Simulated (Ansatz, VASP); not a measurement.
One calculation of IrO2, two programs

```
CELL_PARAMETERS angstrom
4.50510 0.00000 0.00000
0.00000 4.50510 0.00000
0.00000 0.00000 3.15860
ATOMIC_POSITIONS crystal
Ir 0.00000 0.00000 0.00000
Ir 0.50000 0.50000 0.50000
O 0.30770 0.30770 0.00000
O 0.19230 0.80770 0.50000
O 0.69230 0.69230 0.00000
O 0.80770 0.19230 0.50000
```

Alike in both runs: task single point; functional PBEsol; k mesh 4 × 4 × 6; occupations gaussian, width 0.1 eV; no spin polarisation.

```csv
,VASP,Ansatz
version,VASP 6.6.1,Ansatz 0.2.0
potentials or method,"VASP PAW PBE potentials, release 64 (Ir, O), cutoff 600 eV","scalar-relativistic, plane waves, PAW"
valence electrons in the cell,42,58
```

|  | VASP | Ansatz | Ansatz less VASP |
| --- | --- | --- | --- |
| gap on the k mesh at the Fermi level (eV) | none | none | - |
| pressure (GPa) | -2.0 | -4.6 | -2.53 |
| traceless stress, the component that is largest in VASP (GPa) | 0.49 | -0.10 | -0.582 |
| rms of the force components (eV/Å) | 0.080 | 0.081 | +0.0013 |

VASP's potentials were made for PBE, not for PBEsol, and Ansatz warns of the same on its side. Atom by atom the forces differ by 0.001 eV/Å (rms over components). A gap of «none» marks a metal or a gap that the smearing closes. VASP's potentials hold 42 valence electrons a cell and Ansatz's 58, so a difference there can come from the potentials and not from the codes.

Spin-orbit coupling is off throughout.
